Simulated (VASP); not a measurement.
# BaS (P1) in VASP: further runs

Runs on BaS. Level: PBE. Tasks: single point.

Everything below comes from runs of VASP 6.6.1. Logs are shortened: lines on timing, memory, paths and dates and some standing lists are left out, and cuts for length are marked.

### 1 The cell of the first run

The typed cell holds 4 atoms: a = 5.382 Å, b = 5.382 Å, c = 6.383 Å, α = 90.00°, β = 90.00°, γ = 120.00°.

### 2 Single point, PBE

Contents of INCAR:

```
SYSTEM = BaS
PREC = Accurate ; ENCUT = 520
EDIFF = 1E-7 ; ISMEAR = -1
SIGMA = 0.026 ; LREAL = .False.
LASPH = .True. ; NELM = 60
ALGO = Normal ; ISIF = 2
LWAVE = .False. ; LCHARG = .True.
GGA = PE ; LELF = .True.
LVHAR = .True. ; NBANDS = 24
```

Contents of KPOINTS:

```
Automatic mesh
0
Gamma
  6 6 2
  0 0 0
```

Contents of POSCAR:

```
BaS
1.0
    5.3819440000      0.0000000000      0.0000000000
   -2.6909720000      4.6609010000      0.0000000000
    0.0000000000      0.0000000000      6.3834280000
Ba S
2 2
Direct
    0.3308527818      0.6692184623     -0.0563139429
    0.6707341644      0.3383021866      0.4283107760
    0.3550880843      0.6747841244      0.4388018475
    0.6760741584      0.3412827262      0.9404260532
```

Potentials or basis: VASP PAW PBE potentials, release 64 (Ba_sv, S).

On the command line:

```bash
> cat potpaw_PBE.64/Ba_sv/POTCAR potpaw_PBE.64/S/POTCAR > POTCAR
> mpirun -np 1 vasp_std > vasp.out
```

OUTCAR:

```text
SYSTEM = BaS
   PREC = Accurate
   ENCUT = 520
   EDIFF = 1E-7
   ISMEAR = -1
   LREAL = .False.
   LASPH = .True.
   NELM = 60
   ISIF = 2
   GGA = PE

 ion  position               nearest neighbor table
   1  0.331  0.669  0.944-   4 3.05   4 3.13   4 3.14   3 3.16   3 3.23   2 4.36   2 4.39   2 4.40
                             2 4.50   2 4.53   2 4.54
   2  0.671  0.338  0.428-   3 3.04   3 3.09   4 3.11   3 3.19   4 3.27   1 4.36   1 4.39   1 4.40
                             1 4.50   1 4.53   1 4.54
   3  0.355  0.675  0.439-   2 3.04   2 3.09   1 3.16   2 3.19   1 3.23
   4  0.676  0.341  0.940-   1 3.05   2 3.11   1 3.13   1 3.14   2 3.27

  LATTYP: Found a hexagonal cell.
 ALAT       =     5.3819440000
 C/A-ratio  =     1.1860822038

  Lattice vectors:

 A1 = (   5.3819440000,   0.0000000000,   0.0000000000)
 A2 = (  -2.6909720000,   4.6609010000,   0.0000000000)
 A3 = (   0.0000000000,   0.0000000000,   6.3834280000)

Analysis of symmetry for initial positions (statically):
=====================================================================
 Subroutine PRICEL returns:
 Original cell was already a primitive cell.

 Routine SETGRP: Setting up the symmetry group for a
 hexagonal supercell.

 Subroutine GETGRP returns: Found  1 space group operations
 (whereof  1 operations were pure point group operations)
 out of a pool of 24 trial point group operations.

The static configuration has the point symmetry C_1 .

Analysis of symmetry for dynamics (positions and initial velocities):
=====================================================================
 Subroutine PRICEL returns:
 Original cell was already a primitive cell.

 Routine SETGRP: Setting up the symmetry group for a
 hexagonal supercell.

 Subroutine GETGRP returns: Found  1 space group operations
 (whereof  1 operations were pure point group operations)
 out of a pool of 24 trial point group operations.

The dynamic configuration has the point symmetry C_1 .

 Subroutine INISYM returns: Found  1 space group operations
 (whereof  1 operations are pure point group operations),
 and found     1 'primitive' translations

----------------------------------------------------------------------------------------

                                     Primitive cell

  volume of cell :     160.1264

  direct lattice vectors                    reciprocal lattice vectors
     5.381944000  0.000000000  0.000000000     0.185806467  0.107275396  0.000000000
    -2.690972000  4.660901000  0.000000000     0.000000000  0.214550792  0.000000000
     0.000000000  0.000000000  6.383428000     0.000000000  0.000000000  0.156655640

  length of vectors
     5.381944000  5.381944671  6.383428000     0.214550819  0.214550792  0.156655640

  position of ions in fractional coordinates (direct lattice)
     0.330852782  0.669218462  0.943686057
     0.670734164  0.338302187  0.428310776
     0.355088084  0.674784124  0.438801848
     0.676074158  0.341282726  0.940426053

  ion indices of the primitive-cell ions
   primitive index   ion index
                 1           1
                 2           2
                 3           3
                 4           4

----------------------------------------------------------------------------------------

 KPOINTS: Automatic mesh

Automatic generation of k-mesh.
 Grid dimensions read from file:
 generate k-points for:    6    6    2

 Generating k-lattice:

  Cartesian coordinates                     Fractional coordinates (reciprocal lattice)
     0.030967744  0.017879233  0.000000000     0.166666667 -0.000000000  0.000000000
     0.000000000  0.035758465  0.000000000     0.000000000  0.166666667  0.000000000
     0.000000000  0.000000000  0.078327820     0.000000000  0.000000000  0.500000000

  Length of vectors
     0.035758470  0.035758465  0.078327820

  Shift w.r.t. Gamma in fractional coordinates (k-lattice)
     0.000000000  0.000000000  0.000000000

 Subroutine IBZKPT returns following result:
 ===========================================

 Found     40 irreducible k-points:

 Following reciprocal coordinates:
            Coordinates               Weight
  0.000000  0.000000  0.000000      1.000000
  0.166667 -0.000000  0.000000      2.000000
  0.000000  0.166667  0.000000      2.000000
 -0.166667  0.166667  0.000000      2.000000
  0.333333  0.000000  0.000000      2.000000
  0.000000  0.333333  0.000000      2.000000
[... 16 lines left out ...]
  0.000000  0.166667  0.500000      2.000000
 -0.166667  0.166667  0.500000      2.000000
 [... further k-points ...]
   k-points           NKPTS =     40   k-points in BZ     NKDIM =     40   number of bands    NBANDS=     24
   number of dos      NEDOS =    301   number of ions     NIONS =      4
   total plane-waves  NPLWV =  76800
   dimension x,y,z NGX =    40 NGY =   40 NGZ =   48
   dimension x,y,z NGXF=    80 NGYF=   80 NGZF=   96
   ions per type =               2   2
   NGX,Y,Z   is equivalent  to a cutoff of  12.36, 12.36, 12.50 a.u.
   NGXF,Y,Z  is equivalent  to a cutoff of  24.71, 24.71, 25.00 a.u.
 SYSTEM =  BaS
   PREC   = accura    normal or accurate (medium, high low for compatibility)
   ISTART =      0    job   : 0-new  1-cont  2-samecut
   ICHARG =      2    charge: 1-file 2-atom 10-const
   ISPIN  =      1    spin polarized calculation?
   LNONCOLLINEAR =      F non collinear calculations
   LSORBIT =      F    spin-orbit coupling
   LASPH  =      T    aspherical Exc in radial PAW
   ENCUT  =  520.0 eV  38.22 Ry    6.18 a.u.  10.01 10.01 11.87*2*pi/ulx,y,z
   NELM   =     60;   NELMIN=  2; NELMDL= -5     # of ELM steps
   EDIFF  = 0.1E-06   stopping-criterion for ELM
   LREAL  =      F    real-space projection
   EDIFFG = 0.1E-05   stopping-criterion for IOM
   NSW    =      0    number of steps for IOM
   IBRION =     -1    ionic relax: 0-MD 1-quasi-New 2-CG
   NFREE  =      0    steps in history (QN), initial steepest desc. (CG)
   ISIF   =      2    stress and relaxation
   ISYM   =      2    0-nonsym 1-usesym 2-fastsym
   POTIM  = 0.5000    time-step for ionic-motion
   TEBEG  =    0.0;   TEEND  =   0.0 temperature during run
   PSTRESS=    0.0 pullay stress
   NELECT =      32.0000    total number of electrons
   NUPDOWN=      -1.0000    fix difference up-down
   EMIN   =  10.00;   EMAX   =-10.00  energy-range for DOS
   EFERMI =   0.00;   METHOD = LEGACY
   ISMEAR =    -1;   SIGMA  =   0.03  broadening in eV -4-tet -1-fermi 0-gaus
   EFERMI_NEDOS =   21; number of points for ismear=-14 and -15
   IALGO  =     38    algorithm
   IMIX   =      4    mixing-type and parameters
     AMIX     =   0.40;   BMIX     =  1.00
     AMIX_MAG =   1.60;   BMIX_MAG =  1.00
  volume/ion in A,a.u.               =      40.03       270.15
  Fermi-wavevector in a.u.,A,eV,Ry     =   0.957129  1.808712 12.464242  0.916096
  Thomas-Fermi vector in A             =   2.086119
   LORBIT       =      0    0 simple, 1 ext, 2 COOP (PROOUT), +10 PAW based schemes
   GGA     = PE    functional components
   LHFCALC =     F    Hartree Fock is set to
   AEXX    =    0.0000 exact exchange contribution
   IVDW    =     0    specifies the selected vdW correction
   LEPSILON=     F    determine dielectric tensor
   LRPA    =     F    only Hartree local field effects (RPA)
 non-spin polarized calculation
  energy-cutoff  :      520.00
  volume of cell :      160.13
 maximum number of plane-waves:      4336
   NGX = 21   NGY = 21   NGZ = 23

 number of electron      32.0000000 magnetization

 Free energy of the ion-electron system (eV)
  ---------------------------------------------------
  ext. energy  EPLUGINS =         0.00000000
  ---------------------------------------------------
  free energy    TOTEN  =       -19.86960995 eV

  energy without entropy =      -19.86960995  energy(sigma->0) =      -19.86960995

 E-fermi :   1.0381     XC(G=0):  -7.5248

 val. band max:        0.4649048450   @ k =   0.0000   0.0000   0.0000
 cond. band min:       2.9400727054   @ k =   0.3333   0.3333   0.0000
 fundamental gap:      2.4751678603
 Fermi energy:         1.0380927090

 k-point     1 :       0.0000    0.0000    0.0000
  band No.  band energies     occupation
      1     -25.8159      2.00000
      2     -25.7622      2.00000
      3     -11.2909      2.00000
      4     -11.1400      2.00000
      5     -11.1269      2.00000
      6     -10.9756      2.00000
[... 16 lines left out ...]
     23       6.3652      0.00000
     24       6.9294      0.00000

 k-point     2 :       0.1667   -0.0000    0.0000
  band No.  band energies     occupation
      1     -25.8118      2.00000
      2     -25.7643      2.00000
      3     -11.2876      2.00000
      4     -11.2555      2.00000
      5     -11.1455      2.00000
      6     -11.1260      2.00000
[... 16 lines left out ...]
     23       6.3756      0.00000
     24       6.5736      0.00000

 k-point     3 :       0.0000    0.1667    0.0000
  band No.  band energies     occupation
      1     -25.8119      2.00000
      2     -25.7642      2.00000
      3     -11.2826      2.00000
      4     -11.2595      2.00000
      5     -11.1510      2.00000
      6     -11.1272      2.00000
[... 16 lines left out ...]
     23       6.3645      0.00000
     24       6.6081      0.00000

 k-point     4 :      -0.1667    0.1667    0.0000
  band No.  band energies     occupation
      1     -25.8119      2.00000
      2     -25.7641      2.00000
      3     -11.2845      2.00000
      4     -11.2639      2.00000
      5     -11.1466      2.00000
      6     -11.1327      2.00000
[... 16 lines left out ...]
     23       6.3743      0.00000
     24       6.6173      0.00000

 k-point     5 :       0.3333    0.0000    0.0000
  band No.  band energies     occupation
      1     -25.8019      2.00000
      2     -25.7702      2.00000
      3     -11.4814      2.00000
      4     -11.3808      2.00000
      5     -11.1822      2.00000
      6     -11.1703      2.00000
[... 451 lines left out ...]
 k-point    22 :       0.1667   -0.0000    0.5000
  band No.  band energies     occupation
      1     -25.7951      2.00000
      2     -25.7802      2.00000
      3     -11.5314      2.00000
      4     -11.5081      2.00000
      5     -11.0732      2.00000
      6     -11.0419      2.00000
[... 16 lines left out ...]
     23       6.4593      0.00000
     24       6.6392      0.00000

 k-point    23 :       0.0000    0.1667    0.5000
  band No.  band energies     occupation
      1     -25.7952      2.00000
      2     -25.7802      2.00000
      3     -11.5209      2.00000
      4     -11.5170      2.00000
      5     -11.0766      2.00000
      6     -11.0443      2.00000
[... 16 lines left out ...]
     23       6.4320      0.00000
     24       6.6067      0.00000

 k-point    24 :      -0.1667    0.1667    0.5000
  band No.  band energies     occupation
      1     -25.7952      2.00000
      2     -25.7801      2.00000
      3     -11.5259      2.00000
      4     -11.5174      2.00000
      5     -11.0757      2.00000
      6     -11.0426      2.00000
[... 16 lines left out ...]
     23       6.4385      0.00000
     24       6.6168      0.00000

 [... further k-points ...]
[... 5 lines left out ...]
  --------------------------------------------------------------------------------------
  -------------------------------------------------------------------------------------
  Total        0.5266194      0.3871664      1.3585773     -0.1097046     -0.0032835     -0.0130921
  in kB        5.2691963      3.8738713     13.5935193     -1.0976717     -0.0328532     -0.1309960
  external PRESSURE =       7.5788623 kB  Pullay stress =       0.0000000 kB

 VOLUME and BASIS-vectors are now :
 -----------------------------------------------------------------------------
  energy-cutoff  :      520.00
  volume of cell :      160.13
      direct lattice vectors                 reciprocal lattice vectors
     5.381944000  0.000000000  0.000000000     0.185806467  0.107275396  0.000000000
    -2.690972000  4.660901000  0.000000000     0.000000000  0.214550792  0.000000000
     0.000000000  0.000000000  6.383428000     0.000000000  0.000000000  0.156655640

 POSITION                                       TOTAL-FORCE (eV/Angst)
 -----------------------------------------------------------------------------------
     -0.02022      3.11916      6.02395         0.166877      0.084723     -0.211111
      2.69949      1.57679      2.73409         0.214886      0.011750      0.310893
      0.09524      3.14510      2.80106        -0.247520     -0.019880      0.024020
      2.72021      1.59068      6.00314        -0.134243     -0.076593     -0.123802
 -----------------------------------------------------------------------------------
    total drift:                                0.000104     -0.000142     -0.000109

  FREE ENERGIE OF THE ION-ELECTRON SYSTEM (eV)
  ---------------------------------------------------
  free  energy   TOTEN  =       -19.8696099465 eV

  energy  without entropy=      -19.8696099465  energy(sigma->0) =      -19.86960995
```

It took 71 s on 1 thread of Intel Xeon 6975P-C (Granite Rapids), shared host; peak memory 0.34 GiB.

Results:

* Free energy: -19.8696 eV
* Pressure: 0.8 GPa
* Largest force: 0.378 eV/Å
* Band gap on the k mesh: 2.48 eV (least direct gap 2.61 eV)

Forces in eV/Å, atoms in the order of the input:
```
Ba   0.167  0.085 -0.211
Ba   0.215  0.012  0.311
S   -0.248 -0.020  0.024
S   -0.134 -0.077 -0.124
```

Caveat: the k points lie up to 0.49 Å⁻¹ apart; the atoms stand as in a frame of molecular dynamics; the structure was generated, so it needn't be the stable form of BaS; spin-orbit coupling is left out, which moves the levels of the heavy elements. A k mesh can miss the band edges.

### 3 Single point, PBE

This run uses another cell than the first one, of 40.16 Å³/atom.

Contents of INCAR:

```
SYSTEM = BaS
PREC     = Accurate       ! precision mode
ENCUT    = 520            ! plane-wave cutoff, eV
EDIFF    = 1E-7           ! SCF threshold, eV
ISMEAR   = -1             ! smearing method
SIGMA    = 0.026          ! smearing width, eV
LREAL    = .FALSE.        ! projectors in reciprocal space
LASPH    = .TRUE.         ! aspherical terms in the spheres
NELM     = 100            ! most SCF steps
ALGO     = Normal         ! electronic algorithm
ISIF     = 2              ! what is computed and relaxed
LWAVE    = .FALSE.        ! write WAVECAR
LCHARG   = .TRUE.         ! write CHGCAR
GGA      = PE             ! functional
LELF     = .TRUE.         ! ELF
LVHAR    = .TRUE.       
NBANDS   = 24             ! bands
```

Contents of KPOINTS:

```
Automatic mesh
0
G
  6 6 2
  0 0 0
```

Contents of POSCAR:

```
BaS
1.0
    5.3875970000      0.0000000000      0.0000000000
   -2.6937990000      4.6657960000      0.0000000000
    0.0000000000      0.0000000000      6.3901330000
Ba S
2 2
Direct
    0.3312735565      0.6674556710     -0.0592062794
    0.6676543020      0.3357868625      0.4327615716
    0.3425920000      0.6656330453      0.4397507845
    0.6739848670      0.3378484614      0.9375546644
```

Potentials or basis: VASP PAW PBE potentials, release 64 (Ba_sv, S).

On the command line:

```bash
> cat potpaw_PBE.64/Ba_sv/POTCAR potpaw_PBE.64/S/POTCAR > POTCAR
> mpirun -np 1 vasp_std > vasp.out
```

OUTCAR:

```text
SYSTEM = BaS
   PREC = Accurate
   ENCUT = 520
   EDIFF = 1E-7
   ISMEAR = -1
   LREAL = .FALSE.
   LASPH = .TRUE.
   NELM = 100
   ISIF = 2
   GGA = PE

 ion  position               nearest neighbor table
   1  0.331  0.667  0.941-   4 3.07   4 3.13   4 3.14   3 3.19   3 3.20   2 4.41   2 4.43   2 4.43
                             2 4.49   2 4.50   2 4.50
   2  0.668  0.336  0.433-   3 3.06   3 3.13   3 3.15   4 3.16   4 3.23   1 4.41   1 4.43   1 4.43
                             1 4.49   1 4.50   1 4.50
   3  0.343  0.666  0.440-   2 3.06   2 3.13   2 3.15   1 3.19   1 3.20
   4  0.674  0.338  0.938-   1 3.07   1 3.13   1 3.14   2 3.16   2 3.23

[... 849 lines left out ...]
  -------------------------------------------------------------------------------------
  Total        0.4472014      0.1599839      1.1561723     -0.0416910      0.0006788     -0.0052787
  in kB        4.4604945      1.5957177     11.5319406     -0.4158365      0.0067701     -0.0526514
  external PRESSURE =       5.8627176 kB  Pullay stress =       0.0000000 kB

 VOLUME and BASIS-vectors are now :
 -----------------------------------------------------------------------------
  energy-cutoff  :      520.00
  volume of cell :      160.63
      direct lattice vectors                 reciprocal lattice vectors
     5.387597000  0.000000000  0.000000000     0.185611507  0.107162871  0.000000000
    -2.693799000  4.665796000  0.000000000     0.000000000  0.214325701  0.000000000
     0.000000000  0.000000000  6.390133000     0.000000000  0.000000000  0.156491266

 POSITION                                       TOTAL-FORCE (eV/Angst)
 -----------------------------------------------------------------------------------
     -0.01322      3.11421      6.01180         0.123894      0.056827     -0.099399
      2.69251      1.56671      2.76540         0.145140     -0.057167      0.148605
      0.05267      3.10571      2.81007        -0.158410      0.056136     -0.022359
      2.72106      1.57633      5.99110        -0.110624     -0.055796     -0.026846
 -----------------------------------------------------------------------------------
    total drift:                               -0.000031     -0.000043      0.000019

  FREE ENERGIE OF THE ION-ELECTRON SYSTEM (eV)
  ---------------------------------------------------
  free  energy   TOTEN  =       -19.8906691982 eV

  energy  without entropy=      -19.8906691982  energy(sigma->0) =      -19.89066920
```

Run time: 75 s. Hardware: 1 thread of Intel Xeon 6975P-C (Granite Rapids), shared host; peak memory 0.34 GiB.

What came out:

```
Free energy            : -19.8907 eV
Pressure               : 0.6 GPa
Largest force          : 0.215 eV/Å
Band gap on the k mesh : 2.46 eV (least direct gap 2.61 eV)
```

Forces in eV/Å, atoms in the order of the input:
```
Ba   0.124  0.057 -0.099
Ba   0.145 -0.057  0.149
S   -0.158  0.056 -0.022
S   -0.111 -0.056 -0.027
```

Levels at points of the mesh, in eV from the valence-band top:
```csv
k point,band 12,band 13,band 14,band 15,band 16,band 17,band 18,band 19,band 20,band 21
"(0.00, 0.00, 0.00)",-0.92,-0.88,-0.87,-0.43,0.00,2.75,3.65,3.68,4.78,5.49
"(0.50, 0.00, 0.00)",-0.85,-0.49,-0.42,-0.33,-0.31,3.09,3.39,3.49,5.00,5.21
"(0.00, 0.50, 0.00)",-0.85,-0.49,-0.42,-0.33,-0.31,3.07,3.43,3.49,5.04,5.19
"(0.50, 0.50, 0.00)",-0.85,-0.48,-0.40,-0.36,-0.31,3.08,3.35,3.54,4.99,5.21
"(0.00, 0.00, 0.50)",-1.20,-1.02,-1.01,-0.99,-0.98,3.72,3.80,5.35,5.37,5.49
"(0.50, 0.00, 0.50)",-1.52,-0.86,-0.85,-0.53,-0.49,3.77,3.97,4.85,4.98,5.50
"(0.00, 0.50, 0.50)",-1.52,-0.87,-0.85,-0.53,-0.50,3.86,3.94,4.84,4.97,5.49
"(0.50, 0.50, 0.50)",-1.52,-0.86,-0.85,-0.53,-0.49,3.75,3.94,4.86,4.99,5.53
```

Caveat: the k points lie up to 0.49 Å⁻¹ apart; the atoms stand as in a frame of molecular dynamics; the structure was generated, so it needn't be the stable form of BaS; spin-orbit coupling is left out, which moves the levels of the heavy elements.

[end of part 1 of 2]
